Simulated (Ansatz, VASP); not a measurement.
# One calculation of In, two programs

File INCAR:

```
PREC = Accurate ; ENCUT = 520
EDIFF = 1E-6 ; ISMEAR = -1
SIGMA = 0.05 ; LREAL = F
LASPH = T ; NELM = 60
ALGO = Normal ; ISIF = 2
LWAVE = F ; LCHARG = F
GGA = CA ; NBANDS = 12
```

File KPOINTS:

```
Automatic mesh
0
Gamma
  14 14 14
```

POSCAR

```
In
1.0
   -1.6207113306      1.6207113306      2.4656758579
    1.6207113306     -1.6207113306      2.4656758579
    1.6207113306      1.6207113306     -2.4656758579
In
1
Direct
    0.0000000000      0.0000000000      0.0000000000
```

Input for Ansatz:

```yaml
crystal:
  lattice:
    - [-1.6207113306, 1.6207113306, 2.4656758579]
    - [1.6207113306, -1.6207113306, 2.4656758579]
    - [1.6207113306, 1.6207113306, -2.4656758579]
  atoms:
    - { symbol: In, position: [0.0, 0.0, 0.0] }
kpoints:
  mp_grid: { grid: [14, 14, 14] }
  band_path:
    path:
      - [0.0, 0.0, 0.0]
      - [0.0, 0.0, 0.5]
      - [0.25, 0.25, 0.25]
      - [0.0, 0.5, 0.0]
      - [0.0, 0.0, 0.0]
      - [0.5, 0.5, -0.5]
      - [0.3580138334, 0.6419861666, -0.3580138334]
      - [-0.3580138334, 0.3580138334, 0.3580138334]
      - [0.0, 0.0, 0.0]
    npoints: 5
scf:
  occupations: { method: fermi_dirac, width: 0.05 }
hamiltonian:
  xc: lda
  pseudopotentials: { kind: all_electron, lapw: { basis_error: 0.0005 } }
output:
  forces: true
  stress: true
  eigenvalues: true
```

Change from the starting cell: volume scaled by 0.99.

Alike in both runs: task single point; functional LDA; k mesh 14 × 14 × 14; occupations fermi-dirac, width 0.05 eV; no spin polarisation.

|  | VASP | Ansatz |
| --- | --- | --- |
| version | VASP 6.6.1 | Ansatz 0.2.0 |
| potentials or method | VASP PAW LDA potentials, release 64 (In_d), cutoff 520 eV | all-electron LAPW, scalar-relativistic |

|  | VASP | Ansatz | Ansatz less VASP |
| --- | --- | --- | --- |
| pressure (GPa) | -2.3 | -2.3 | 0.00 |
| traceless stress, the component that is largest in VASP (GPa) | 0.30 | 0.29 | -0.004 |

LDA's correlation is that of Perdew and Zunger in VASP and of Perdew and Wang (1992) in Ansatz. Ansatz ran all-electron here, and VASP with PAW potentials.
